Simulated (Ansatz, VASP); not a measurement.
**Two plane-wave programs on BaTe**

Contents of INCAR:

```
SYSTEM = BaTe
ALGO     = Normal         ! electronic algorithm
EDIFF    = 1E-6           ! SCF threshold, eV
EDIFFG   = -0.005         ! ionic threshold
ENCUT    = 600            ! plane-wave cutoff, eV
GGA      = PS             ! functional
IBRION   = 2              ! ionic algorithm
ISIF     = 3              ! what is computed and relaxed
ISMEAR   = 0              ! smearing method
LASPH    = .TRUE.         ! aspherical terms in the spheres
LCHARG   = .FALSE.        ! write CHGCAR
LREAL    = .FALSE.        ! projectors in reciprocal space
LWAVE    = .FALSE.        ! write WAVECAR
NELM     = 100            ! most SCF steps
NSW      = 100            ! ionic steps
PREC     = Accurate       ! precision mode
SIGMA    = 0.02           ! smearing width, eV
```

KPOINTS

```
k-points
0
G
  8 8 8
  0 0 0
```

File POSCAR:

```
BaTe
1.0
    0.0000000000      3.3806921758      3.3806921758
    3.3806921758      0.0000000000      3.3806921758
    3.3806921758      3.3806921758      0.0000000000
Ba Te
1 1
Direct
    0.0000000000      0.0000000000      0.0000000000
    0.5000000000      0.5000000000      0.5000000000
```

Input for Ansatz:

```yaml
crystal:
  lattice:
    - [0.0, 3.3806921758, 3.3806921758]
    - [3.3806921758, 0.0, 3.3806921758]
    - [3.3806921758, 3.3806921758, 0.0]
  atoms:
    - { symbol: Ba, position: [0.0, 0.0, 0.0] }
    - { symbol: Te, position: [0.5, 0.5, 0.5] }
basis:
  ecutwfc: 420
kpoints:
  mp_grid: { grid: [8, 8, 8] }
hamiltonian:
  xc: pbesol
scf:
  occupations: { method: gaussian, width: 0.02 }
output:
  forces: true
  stress: true
  eigenvalues: true
  write_density: true
  write_potential: true
  elf: true
  volumetric_format: npy
relax:
  adjacent_minimum: "off"
  f_tol: 0.005
  max_steps: 80
  cell: { stress_tol: 0.05 }
```

Alike in both runs: task relaxation of cell and atoms; functional PBEsol; k mesh 8 × 8 × 8; occupations gaussian, width 0.02 eV; no spin polarisation.

|  | VASP | Ansatz |
| --- | --- | --- |
| version | VASP 6.6.1 | Ansatz 0.2.0 |
| potentials or method | VASP PAW PBE potentials, release 64 (Ba_sv, Te), cutoff 600 eV | scalar-relativistic, plane waves, PAW |
| valence electrons in the cell | 16 | 26 |

|  | VASP | Ansatz | Ansatz less VASP |
| --- | --- | --- | --- |
| gap on the k mesh at the Fermi level, each at its own relaxed structure (eV) | 1.40 | 1.46 | +0.063 |
| relaxed volume (Å³/atom) | 42.29 | 41.81 | -0.478 |
| relaxed cell length with the largest relative difference (Å) | 4.927 | 4.908 | -0.0187 |

VASP's potentials were made for PBE, not for PBEsol. VASP's potentials hold 16 valence electrons a cell and Ansatz's 26, so a difference there can come from the potentials and not from the codes.

Spin-orbit coupling is off throughout.
